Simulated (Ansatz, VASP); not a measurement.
# Pd: VASP beside Ansatz

File POSCAR:

```
Pd
1.0
    1.4626119918      0.8444394272      7.0687119811
   -1.4626119918      0.8444394272      7.0687119811
    0.0000000000     -1.6888788544      7.0687119811
Pd
3
Direct
    0.0000000000      0.0000000000      0.0000000000
    0.2222200000      0.2222200000      0.2222200000
    0.7777800000      0.7777800000      0.7777800000
```

File INCAR.step1:

```
SYSTEM = Pd
  PREC = Accurate
  ENCUT = 520
  ISMEAR = 0
  SIGMA = 0.1
  LREAL = .False.
  LASPH = .True.
  NELM = 100
  NBANDS = 22
  GGA = PE
  ALGO = Normal
  EDIFF = 1E-4
  LWAVE = .True.
  LCHARG = .False.
```

INCAR.step2

```
SYSTEM = Pd
  PREC = Accurate
  ENCUT = 520
  EDIFF = 1E-6
  ISMEAR = 0
  SIGMA = 0.1
  LREAL = .False.
  LASPH = .True.
  NELM = 100
  ALGO = Normal
  ISIF = 2
  LWAVE = .False.
  LCHARG = .True.
  METAGGA = R2SCAN
  LMIXTAU = .True.
  LELF = .True.
  LVHAR = .True.
  NBANDS = 22
  ISTART = 1
```

The input KPOINTS:

```
Automatic mesh
0
Gamma
  9 9 9
  0 0 0
```

Input for Ansatz:

```yaml
crystal:
  lattice:
    - [1.4626119918, 0.8444394272, 7.0687119811]
    - [-1.4626119918, 0.8444394272, 7.0687119811]
    - [0.0, -1.6888788544, 7.0687119811]
  atoms:
    - { symbol: Pd, position: [0.0, 0.0, 0.0] }
    - { symbol: Pd, position: [0.22222, 0.22222, 0.22222] }
    - { symbol: Pd, position: [0.77778, 0.77778, 0.77778] }
basis:
  ecutwfc: 500
kpoints:
  mp_grid: { grid: [9, 9, 9] }
hamiltonian:
  xc: r2scan
scf:
  occupations: { method: gaussian, width: 0.1 }
  lower_state_search: "off"
output:
  forces: true
  stress: true
  eigenvalues: true
```

Alike in both runs: task single point; functional r2SCAN; k mesh 9 × 9 × 9; occupations gaussian, width 0.1 eV; no spin polarisation.

```csv
,VASP,Ansatz
version,VASP 6.6.1,Ansatz 0.2.0
potentials or method,"VASP PAW PBE potentials, release 64 (Pd), cutoff 520 eV","scalar-relativistic, plane waves, PAW"
valence electrons in the cell,30,54
```

```csv
,VASP,Ansatz,Ansatz less VASP
gap on the k mesh at the Fermi level (eV),none,none,-
pressure (GPa),-18.3,-18.4,-0.15
"traceless stress, the component that is largest in VASP (GPa)",0.96,0.92,-0.041
rms of the force components (eV/Å),0.028,0.027,-0.0005
```

VASP's potentials were made for PBE, not for r2SCAN. Atom by atom the forces differ by 0.000 eV/Å (rms over components). A gap of «none» marks a metal or a gap that the smearing closes. The functional is the same, so the differences come from potentials, cutoffs and numerics. VASP's potentials hold 30 valence electrons a cell and Ansatz's 54, so a difference there can come from the potentials and not from the codes.
